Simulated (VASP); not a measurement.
Here is a VASP 6.6.1 calculation.

File INCAR:

```
PREC = Accurate ; ENCUT = 520
EDIFF = 1E-6 ; ISMEAR = -1
SIGMA = 0.1 ; LREAL = F
LASPH = T ; NELM = 60
ALGO = Normal ; ISIF = 2
LWAVE = F ; LCHARG = T
GGA = PS ; LELF = T
LVHAR = T ; NBANDS = 17
```

Contents of KPOINTS:

```
regular mesh
0
Gamma
  10 10 10
```

The input POSCAR:

```
Hf
1.0
    0.0000000000      3.0996443189      3.0996443189
    3.0996443189      0.0000000000      3.0996443189
    3.0996443189      3.0996443189      0.0000000000
Hf
2
Direct
    0.1250000000      0.1250000000      0.1250000000
    0.8750000000      0.8750000000      0.8750000000
```

Potentials or basis: VASP PAW PBE potentials, release 64 (Hf_pv).

Command:

```sh
$ cat potpaw_PBE.64/Hf_pv/POTCAR > POTCAR
$ mpirun -np 1 vasp_std > vasp.out
```

**Question.** Estimate the pressure.

**Answer.** 2.5 GPa.

**Question.** What does it give for the band gap on the k mesh?

**Answer.** Zero (band 10 reaches 2.58 eV, above the bottom of band 11 at 1.96 eV).

Caveat: the PAW data sets were made with another functional, which shifts forces and pressure a little; spin-orbit coupling is left out, which moves the levels of the heavy elements.
